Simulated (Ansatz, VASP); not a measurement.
## Two plane-wave programs on MgO

POSCAR

```
MgO
1.0
    0.0000000000      2.2766075815      2.2766075815
    2.2766075815      0.0000000000      2.2766075815
    2.2766075815      2.2766075815      0.0000000000
Mg O
1 1
Direct
    0.0000000000      0.0000000000      0.0000000000
    0.2500000000      0.2500000000      0.2500000000
```

File INCAR.step1:

```
SYSTEM = MgO
PREC = Accurate
ENCUT = 520
EDIFF = 1E-5
ISMEAR = 0
SIGMA = 0.05
LREAL = .FALSE.
LASPH = .TRUE.
NELM = 100
ALGO = Normal
ISIF = 2
LWAVE = .TRUE.
LCHARG = .FALSE.
NBANDS = 11
GGA = PE
```

File INCAR.step2:

```
SYSTEM = MgO
PREC = Accurate
ENCUT = 520
EDIFF = 1E-6
ISMEAR = 0
SIGMA = 0.05
LREAL = .FALSE.
LASPH = .TRUE.
NELM = 100
ALGO = Normal
ISIF = 2
LWAVE = .FALSE.
LCHARG = .FALSE.
GGA = PE
LHFCALC = .TRUE.
AEXX = 0.25
PRECFOCK = Normal
NBANDS = 11
ISTART = 1
```

Contents of KPOINTS:

```
regular mesh
0
G
  6 6 6
  0 0 0
```

Input for Ansatz:

```yaml
crystal:
  lattice:
    - [0.0, 2.2766075815, 2.2766075815]
    - [2.2766075815, 0.0, 2.2766075815]
    - [2.2766075815, 2.2766075815, 0.0]
  atoms:
    - { symbol: Mg, position: [0.0, 0.0, 0.0] }
    - { symbol: O, position: [0.25, 0.25, 0.25] }
basis:
  ecutwfc: 420
kpoints:
  mp_grid: { grid: [6, 6, 6] }
hamiltonian:
  xc: pbe0
scf:
  occupations: { method: gaussian, width: 0.05 }
output:
  forces: true
  stress: true
  eigenvalues: true
```

Alike in both runs: task single point; functional PBE0; k mesh 6 × 6 × 6; occupations gaussian, width 0.05 eV; no spin polarisation.

```csv
,VASP,Ansatz
version,VASP 6.6.1,Ansatz 0.2.0
potentials or method,"VASP PAW PBE potentials, release 64 (Mg, O), cutoff 520 eV","scalar-relativistic, plane waves, PAW"
valence electrons in the cell,8,16
```

VASP gave:

- gap on the k mesh at the Fermi level (eV): 6.02
- least direct gap on the mesh (eV): 6.02
- pressure (GPa): 0.7

Problem. What did Ansatz give for the same quantities?

Solution. gap on the k mesh at the Fermi level (eV): 6.03; least direct gap on the mesh (eV): 6.03; pressure (GPa): 0.9.

VASP's potentials hold 8 valence electrons a cell and Ansatz's 16, so a difference there can come from the potentials and not from the codes. Ansatz's warnings: stress exchange threshold loose, stress scf threshold loose.
